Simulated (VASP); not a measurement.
# Fe (I4/mmm) in VASP: further runs

Runs on Fe. Level: PBEsol. Tasks: single point, relaxation of cell and atoms.

Program: VASP 6.6.1. These are calculated values, not measurements. Logs are shortened: lines on timing, memory, paths and dates and some standing lists are left out, and cuts for length are marked.

## 1. The cell of the first run

It takes space group I4/mmm (No. 139, tetragonal). The conventional cell has a = 2.522 Å, b = 2.522 Å, c = 3.838 Å, α = 90.00°, β = 90.00°, γ = 90.00°. Within 3.3 Å of Fe (site symmetry 4/mmm) lie 12 Fe at 2.52 to 2.62 Å.

## 2. Single point, PBEsol, collinear spin, ferromagnetic start

File INCAR:

```
SYSTEM = Fe
ALGO     = Normal         ! electronic algorithm
EDIFF    = 1E-7           ! SCF threshold, eV
ENCUT    = 520            ! plane-wave cutoff, eV
GGA      = PS             ! functional
ISIF     = 2              ! what is computed and relaxed
ISMEAR   = 0              ! smearing method
ISPIN    = 2              ! spin polarisation
LASPH    = .True.         ! aspherical terms in the spheres
LCHARG   = .False.        ! write CHGCAR
LMAXMIX  = 4              ! l up to which the mixer works
LORBIT   = 11             ! projections on sites
LREAL    = .False.        ! projectors in reciprocal space
LWAVE    = .False.        ! write WAVECAR
MAGMOM   = 4              ! initial moments
NBANDS   = 14             ! bands
NELM     = 150            ! most SCF steps
PREC     = Accurate       ! precision mode
SIGMA    = 0.1            ! smearing width, eV
```

File KPOINTS:

```
k-points
0
Gamma
  10 10 10
  0 0 0
```

File POSCAR:

```
Fe
1.0
   -1.2612468647      1.2612468647      1.9188031123
    1.2612468647     -1.2612468647      1.9188031123
    1.2612468647      1.2612468647     -1.9188031123
Fe
1
Direct
    0.0000000000      0.0000000000      0.0000000000
```

Potentials or basis: VASP PAW PBE potentials, release 64 (Fe).

Launch:

```
$ cat potpaw_PBE.64/Fe/POTCAR > POTCAR
$ mpirun -np 1 vasp_std > vasp.out
```

OUTCAR:

```text
SYSTEM = Fe
   EDIFF = 1E-7
   ENCUT = 520
   GGA = PS
   ISIF = 2
   ISMEAR = 0
   ISPIN = 2
   LASPH = .True.
   LORBIT = 11
   LREAL = .False.
   NELM = 150
   PREC = Accurate

 ion  position               nearest neighbor table
   1  0.000  0.000  0.000-

  LATTYP: Found a body centered tetragonal cell.
 ALAT       =     2.5224937294
 C/A-ratio  =     1.5213541187

  Lattice vectors:

 A1 = (  -1.2612468647,   1.2612468647,   1.9188031123)
 A2 = (   1.2612468647,  -1.2612468647,   1.9188031123)
 A3 = (   1.2612468647,   1.2612468647,  -1.9188031123)

Analysis of symmetry for initial positions (statically):
=====================================================================
 Subroutine PRICEL returns:
 Original cell was already a primitive cell.

 Routine SETGRP: Setting up the symmetry group for a
 body centered tetragonal supercell.

 Subroutine GETGRP returns: Found 16 space group operations
 (whereof 16 operations were pure point group operations)
 out of a pool of 16 trial point group operations.

The static configuration has the point symmetry D_4h.

Analysis of symmetry for dynamics (positions and initial velocities):
=====================================================================
 Subroutine PRICEL returns:
 Original cell was already a primitive cell.

 Routine SETGRP: Setting up the symmetry group for a
 body centered tetragonal supercell.

 Subroutine GETGRP returns: Found 16 space group operations
 (whereof 16 operations were pure point group operations)
 out of a pool of 16 trial point group operations.

The dynamic configuration has the point symmetry D_4h.

Analysis of structural, dynamic, and magnetic symmetry:
=====================================================================
 Subroutine PRICEL returns:
 Original cell was already a primitive cell.

 Routine SETGRP: Setting up the symmetry group for a
 body centered tetragonal supercell.

 Subroutine GETGRP returns: Found 16 space group operations
 (whereof 16 operations were pure point group operations)
 out of a pool of 16 trial point group operations.

The overall configuration has the point symmetry D_4h.

 Subroutine INISYM returns: Found 16 space group operations
 (whereof 16 operations are pure point group operations),
 and found     1 'primitive' translations

----------------------------------------------------------------------------------------

[... 125 lines left out ...]
 maximum number of plane-waves:       344
   NGX =  9   NGY =  9   NGZ =  9

 number of electron       8.0000005 magnetization       2.6026299

 Free energy of the ion-electron system (eV)
  ---------------------------------------------------
  ext. energy  EPLUGINS =         0.00000000
  ---------------------------------------------------
  free energy    TOTEN  =        -8.71280065 eV

  energy without entropy =       -8.70718779  energy(sigma->0) =       -8.70999422

 E-fermi :   5.1293     XC(G=0): -12.8587

 val. band max:        5.1155151726   @ k =  -0.3000  -0.3000   0.3000
 cond. band min:       5.1314450370   @ k =  -0.2000  -0.4000   0.2000
 fundamental gap:      0.0159298644
 Fermi energy:         5.1292888564

 spin component 1

 k-point     1 :       0.0000    0.0000    0.0000
  band No.  band energies     occupation
      1      -3.1890      1.00000
      2       2.5260      1.00000
      3       2.9073      1.00000
      4       2.9073      1.00000
      5       3.5362      1.00000
      6       3.9245      1.00000
      7      26.8194      0.00000
      8      30.0654      0.00000
      9      31.0189      0.00000
     10      31.0189      0.00000
     11      33.3067      0.00000
     12      33.3067      0.00000
     13      33.8169      0.00000
     14      35.6884      0.00000
[... 379 lines left out ...]
      3       2.9420      1.00000
      4       3.6711      1.00000
      5       4.5741      1.00000
      6      10.2186      0.00000
      7      11.6848      0.00000
      8      16.7997      0.00000
      9      21.5471      0.00000
     10      25.3441      0.00000
     11      36.5353      0.00000
     12      37.6548      0.00000
     13      41.2111      0.00000
     14      44.2593      0.00000

 [... further k-points ...]

 spin component 2

 k-point     1 :       0.0000    0.0000    0.0000
  band No.  band energies     occupation
      1      -2.8417      1.00000
      2       4.7045      1.00000
      3       5.3840      0.00016
      4       5.3840      0.00016
      5       6.2687      0.00000
      6       6.9866      0.00000
      7      26.6821      0.00000
      8      30.2397      0.00000
      9      31.6019      0.00000
     10      31.6019      0.00000
     11      34.1228      0.00000
     12      34.1228      0.00000
     13      34.6471      0.00000
     14      35.4688      0.00000
[... 379 lines left out ...]
      3       4.8881      0.99968
      4       6.3529      0.00000
      5       7.2297      0.00000
      6      11.5215      0.00000
      7      12.9533      0.00000
      8      17.9051      0.00000
      9      22.2931      0.00000
     10      25.9875      0.00000
     11      37.1762      0.00000
     12      38.1892      0.00000
     13      41.5903      0.00000
     14      45.1881      0.00000

 [... further k-points ...]

------------------------ aborting loop because EDIFF is reached ----------------------------------------

  FORCE on cell =-STRESS in cart. coord.  units (eV):
  Direction    XX          YY          ZZ          XY          YZ          ZX
  --------------------------------------------------------------------------------------
  -------------------------------------------------------------------------------------
  Total       -1.0529410     -1.0529410     -0.3845868      0.0000000     -0.0000000      0.0000000
  in kB     -138.1732685   -138.1732685    -50.4677943      0.0000000     -0.0000000      0.0000000
  external PRESSURE =    -108.9381104 kB  Pullay stress =       0.0000000 kB

 VOLUME and BASIS-vectors are now :
 -----------------------------------------------------------------------------
  energy-cutoff  :      520.00
  volume of cell :       12.21
      direct lattice vectors                 reciprocal lattice vectors
    -1.261246865  1.261246865  1.918803112     0.000000000  0.396433096  0.260579106
     1.261246865 -1.261246865  1.918803112     0.396433096  0.000000000  0.260579106
     1.261246865  1.261246865 -1.918803112     0.396433096  0.396433096  0.000000000

 POSITION                                       TOTAL-FORCE (eV/Angst)
 -----------------------------------------------------------------------------------
      0.00000      0.00000      0.00000        -0.000000     -0.000000     -0.000000
 -----------------------------------------------------------------------------------
    total drift:                                0.000000     -0.000000      0.000000

  FREE ENERGIE OF THE ION-ELECTRON SYSTEM (eV)
  ---------------------------------------------------
  free  energy   TOTEN  =        -8.7128006489 eV

  energy  without entropy=       -8.7071877895  energy(sigma->0) =       -8.70999422

 total charge

# of ion       s       p       d       tot
------------------------------------------
    1        0.470   0.489   6.175   7.134

 magnetization (x)

# of ion       s       p       d       tot
------------------------------------------
    1       -0.015  -0.040   2.645   2.590
```

stdout:

```text
POSCAR found type information on POSCAR Fe
 POSCAR found :  1 types and       1 ions
 scaLAPACK will be used
 -----------------------------------------------------------------------------
|                                                                             |
|                                                                             |
|     You enforced a specific xc type in the INCAR file but a different       |
|     I HOPE YOU KNOW WHAT YOU ARE DOING!                                     |
|                                                                             |
 -----------------------------------------------------------------------------

 LDA part: xc-table for (Slater+PW92), standard interpolation
 POSCAR, INCAR and KPOINTS ok, starting setup
 FFT: planning ... GRIDC
 FFT: planning ... GRID_SOFT
 FFT: planning ... GRID
 WAVECAR not read
 entering main loop
```

It took 21 s on 1 thread of Intel Xeon 6975P-C, shared host; peak memory 0.15 GiB.

What came out:

- Free energy: -8.7128 eV
- Pressure: -10.9 GPa
- Net moment: 2.60 μB per cell
- Site moments: Fe +2.59 μB
- Valence electrons inside the program's atomic spheres: Fe 7.13

Levels at points of the mesh, in eV from the Fermi level:
Spin up:
```csv
k point,band 3,band 4,band 5,band 6,band 7,band 8
"(0.00, 0.00, 0.00)",-2.22,-2.22,-1.59,-1.20,21.69,24.94
"(0.50, 0.00, 0.00)",-2.33,-0.62,-0.36,-0.16,5.91,19.56
"(0.50, 0.50, 0.00)",-0.61,-0.44,0.05,2.96,9.67,13.32
"(0.50, 0.50, 0.50)",-0.65,-0.29,-0.29,1.40,7.93,14.99
```
Spin down:
```
           k point  band 1  band 2  band 3  band 4  band 5  band 6
(0.00, 0.00, 0.00)   -7.97   -0.42    0.25    0.25    1.14    1.86
(0.50, 0.00, 0.00)   -3.31   -0.32    0.11    0.34    2.28    2.39
(0.50, 0.50, 0.00)   -3.01   -2.26    2.34    2.34    2.60    3.32
(0.50, 0.50, 0.50)   -3.18   -2.30    1.73    2.51    2.52    2.52
```

Caveat: the PAW data sets were made with another functional, which shifts forces and pressure a little.

## 3. Relaxation of cell and atoms, PBEsol, collinear spin, ferromagnetic start

File INCAR:

```
ALGO = Normal
EDIFF = 1E-7
EDIFFG = -0.04
ENCUT = 600
GGA = PS
IBRION = 2
ISIF = 3
ISMEAR = 0
ISPIN = 2
LASPH = T
LCHARG = F
LMAXMIX = 4
LORBIT = 11
LREAL = F
LWAVE = F
MAGMOM = 2.88
NELM = 150
NSW = 90
PREC = Accurate
SIGMA = 0.1
```

File KPOINTS:

```
k-points
0
Gamma
  10 10 10
```

POSCAR is that of step 2.

Potentials or basis: VASP PAW PBE potentials, release 64 (Fe).

Launch:

```
$ cat potpaw_PBE.64/Fe/POTCAR > POTCAR
$ mpirun -np 1 vasp_std > vasp.out
```

Wall time 98 s (1 thread of Intel Xeon 6975P-C, shared host); peak memory 0.18 GiB.

The run converged. Its results:

- Free energy: -8.7861 eV
- Relaxed volume: 11.13 Å³/atom
- Relaxed cell: a = 2.593 Å, b = 2.593 Å, c = 2.593 Å, α = 125.55°, β = 125.55°, γ = 80.63°
- Space group after relaxing (to 0.05 Å): I4/mmm (No. 139)
- Energy gained by relaxing: 73.6 meV/atom
- Ionic steps: 7
- Pressure after relaxing: -0.1 GPa
- Net moment: 2.26 μB per cell
- Site moments: Fe +2.24 μB
- Valence electrons inside the program's atomic spheres: Fe 7.33

Stress tensor (GPa, compression positive):
```
-0.26  0.00  0.00
 0.00 -0.26  0.00
 0.00  0.00  0.36
```

The path:
```csv
step,energy change (eV),largest force (eV/Å),pressure (GPa),volume (Å³)
1,0.0000,0.0000,-10.97,12.21
2,-0.0585,0.0000,3.25,10.79
3,-0.0591,0.0000,1.51,10.91
4,-0.0691,0.0000,2.17,10.92
5,-0.0719,0.0000,2.85,10.92
6,-0.0728,0.0000,-1.93,11.28
7,-0.0736,0.0000,-0.05,11.13
```

Final structure:
```yaml
crystal:
  lattice:
    - [-1.18625, 1.18625, 1.97705]
    - [1.18625, -1.18625, 1.97705]
    - [1.18625, 1.18625, -1.97705]
  atoms:
    - { symbol: Fe, position: [0.00000, 0.00000, 0.00000] }
```

Levels at points of the mesh, in eV from the Fermi level:
Spin up:
| k point | band 1 | band 2 | band 3 | band 4 | band 5 | band 6 | band 7 | band 8 | band 9 |
| --- | --- | --- | --- | --- | --- | --- | --- | --- | --- |
| (0.00, 0.00, 0.00) | -8.75 | -3.04 | -1.94 | -1.94 | -1.91 | -0.74 | 22.94 | 24.92 | 28.14 |
| (0.50, 0.00, 0.00) | -5.10 | -2.99 | -2.07 | -0.46 | -0.06 | 0.04 | 6.95 | 18.78 | 25.28 |
| (0.50, 0.50, 0.00) | -5.31 | -4.51 | -0.51 | -0.40 | 0.78 | 4.07 | 11.49 | 13.68 | 14.16 |
| (0.50, 0.50, 0.50) | -5.24 | -4.37 | -0.33 | -0.06 | -0.06 | 0.38 | 7.53 | 17.63 | 17.63 |
Spin down:
```csv
k point,band 1,band 2,band 3,band 4,band 5,band 6,band 7,band 8
"(0.00, 0.00, 0.00)",-8.44,-1.40,0.34,0.34,0.36,2.12,22.85,24.88
"(0.50, 0.00, 0.00)",-3.81,-1.09,0.20,0.45,2.16,2.39,8.41,19.03
"(0.50, 0.50, 0.00)",-3.62,-2.73,1.99,2.13,2.78,4.42,12.87,14.04
"(0.50, 0.50, 0.50)",-3.88,-2.93,0.68,2.49,2.49,2.59,9.00,18.17
```

Caveat: the PAW data sets were made with another functional, which shifts forces and pressure a little.
